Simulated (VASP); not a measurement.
Wanted: the native input for a VASP 6.6.1 run.

```
Task                   : relaxation of cell and atoms
Functional             : PBE
Potentials or basis    : VASP PAW PBE potentials, release 64 (B, N)
Cutoff                 : 600 eV
k mesh                 : 5 × 5 × 5
Occupations            : tetrahedron
Spin                   : no spin polarisation
Target pressure        : 5 GPa
Dipole correction      : no
Further INCAR settings : ALGO = Normal; EDIFF = 1e-07; IBRION = 2; EDIFFG = -0.03; NSW = 50; ISIF = 3
```

The structure of BN lies in POSCAR:

```
BN
1.0
    0.0000000000      1.8130010000      1.8130010000
    1.8130010000      0.0000000000      1.8130010000
    1.8130010000      1.8130010000      0.0000000000
B N
1 1
Direct
    0.3720000000      0.0030000000      0.1070000000
    1.1220000000      0.7530000000      0.8570000000
```

One way to write it, as run:

INCAR

```
  ALGO = Normal
  EDIFF = 1E-7
  EDIFFG = -0.03
  ENCUT = 600
  GGA = PE
  GGA_COMPAT = F
  IBRION = 2
  ISIF = 3
  ISMEAR = -4
  LASPH = T
  LCHARG = F
  LREAL = F
  LWAVE = F
  NELM = 120
  NELMIN = 4
  NSW = 50
  PREC = Accurate
  PSTRESS = 50.0
  SIGMA = 0.1
```

KPOINTS

```
k-points
0
Gamma
  5 5 5
```

Potentials or basis: VASP PAW PBE potentials, release 64 (B, N).

The run is started by

```console
$ cat potpaw_PBE.64/B/POTCAR potpaw_PBE.64/N/POTCAR > POTCAR
$ mpirun -np 1 vasp_std > vasp.out
```

Results of the run:

```
Relaxed volume                                         : 5.88 Å³/atom
Relaxed cell                                           : a = 2.552 Å, b = 2.552 Å, c = 2.552 Å, α = 60.00°, β = 60.00°, γ = 60.00°
Space group after relaxing (to 0.05 Å)                 : F-43m (No. 216)
Energy change on relaxing (the enthalpy is what falls) : +1.2 meV/atom
Ionic steps                                            : 3
Pressure after relaxing                                : 5.0 GPa
Band gap on the k mesh                                 : 4.95 eV, indirect (least direct gap 8.83 eV)
```

Caveat: the k points lie up to 0.60 Å⁻¹ apart in the final cell; the cell is relaxed towards a set pressure, so the enthalpy falls and the energy may rise.

Run time: 6.4 s on 1 thread of Intel Xeon 8259CL, on a shared host, peak memory 0.12 GiB.
